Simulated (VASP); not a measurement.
The system is Li.

```
Li
1.0
     2.86019    0.00000    0.00000
    -1.43010    2.47700    0.00000
     0.00000    0.00000    4.63351
Li
2
Direct
  0.33333 0.66667 0.25000
  0.66667 0.33333 0.75000
```

- Program: VASP 6.6.1
- Task: relaxation of cell and atoms
- Functional: PBE
- Potentials or basis: VASP PAW PBE potentials, release 64 (Li_sv)
- Cutoff: 600 eV
- k mesh: 16 × 16 × 9
- Occupations: fermi-dirac, width 0.05 eV
- Spin: no spin polarisation

At the start: pressure 3.9 GPa; volume 16.41 Å³/atom.

Where does the relaxation end?

Over 7 steps the energy falls by 40.2 meV/atom and the volume is 20.12 Å³/atom (+22.6 %); space group P6_3/mmc (No. 194, to 0.05 Å).

The path:
| step | energy change (eV) | largest force (eV/Å) | pressure (GPa) | volume (Å³) |
| --- | --- | --- | --- | --- |
| 1 | 0.0000 | 0.0000 | 3.93 | 32.83 |
| 2 | -0.0394 | 0.0000 | 2.59 | 34.77 |
| 3 | -0.0799 | 0.0000 | 0.24 | 39.63 |
| 4 | -0.0804 | 0.0000 | 0.01 | 40.24 |
| 5 | -0.0804 | 0.0000 | -0.05 | 40.40 |
| 6 | -0.0804 | 0.0000 | -0.03 | 40.35 |
| 7 | -0.0805 | 0.0000 | 0.01 | 40.23 |

Final structure:
```
Li
1.0
     3.05145    0.00000    0.00000
    -1.52573    2.64264    0.00000
     0.00000    0.00000    4.98930
Li
2
Direct
  0.33333 0.66667 0.25000
  0.66667 0.33333 0.75000
```

Caveat: the cutoff is under 1.25 times the usual one of these potentials, so pressure, stress and relaxed cells hold a basis-set (Pulay) error; the volume moved by over 15 % at a fixed basis, so the end points are rough.
